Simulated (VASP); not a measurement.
Write the native input for VASP 6.6.1 that does the following.

```
Task                   : relaxation of shape and atoms at fixed volume
Functional             : PBE
Potentials or basis    : VASP PAW PBE potentials, release 64 (Si, Ni)
Cutoff                 : 600 eV
k mesh                 : 12 × 12 × 8
Occupations            : gaussian, width 0.1 eV
Spin                   : no spin polarisation
Dipole correction      : no
Further INCAR settings : ALGO = Normal; EDIFF = 1e-07; IBRION = 2; EDIFFG = -0.01; NSW = 50; ISIF = 4
```

The structure of SiNi2 lies in POSCAR:

```
SiNi2
1.0
    3.7625984326      0.0000000000      0.0000000000
   -1.8812992163      3.2585058269      0.0000000000
    0.0000000000      0.0000000000      4.7480489974
Si Ni
2 4
Direct
    0.3333333333      0.6666666667      0.7500000000
    0.6666666667      0.3333333333      0.2500000000
    0.0000000000      0.0000000000      0.0000000000
    0.0000000000      0.0000000000      0.5000000000
    0.3333333333      0.6666666667      0.2500000000
    0.6666666667      0.3333333333      0.7500000000
```

The input as run:

INCAR

```
  PREC = Accurate
  ENCUT = 600
  EDIFF = 1E-7
  ISMEAR = 0
  SIGMA = 0.1
  LREAL = F
  LASPH = T
  NELM = 120
  ALGO = Normal
  ISIF = 4
  LWAVE = F
  LCHARG = F
  GGA = PE
  IBRION = 2
  NSW = 50
  EDIFFG = -0.01
  GGA_COMPAT = F
  NELMIN = 4
```

KPOINTS

```
Automatic mesh
0
Gamma
  12 12 8
```

Potentials or basis: VASP PAW PBE potentials, release 64 (Si, Ni).

Launch:

```bash
$ cat potpaw_PBE.64/Si/POTCAR potpaw_PBE.64/Ni/POTCAR > POTCAR
$ mpirun -np 1 vasp_std > vasp.out
```

It gave:

```
Energy gained by relaxing : 0.1 meV/atom
Ionic steps               : 3
Pressure after relaxing   : 34.6 GPa
Band gap on the k mesh    : zero (bands 24 and 25 overlap by 3.75 eV)
```

Wall time 4.4 min on 1 thread of Intel(R) Xeon(R) 6975P-C (Granite Rapids), with other jobs on the host, peak memory 0.29 GiB.
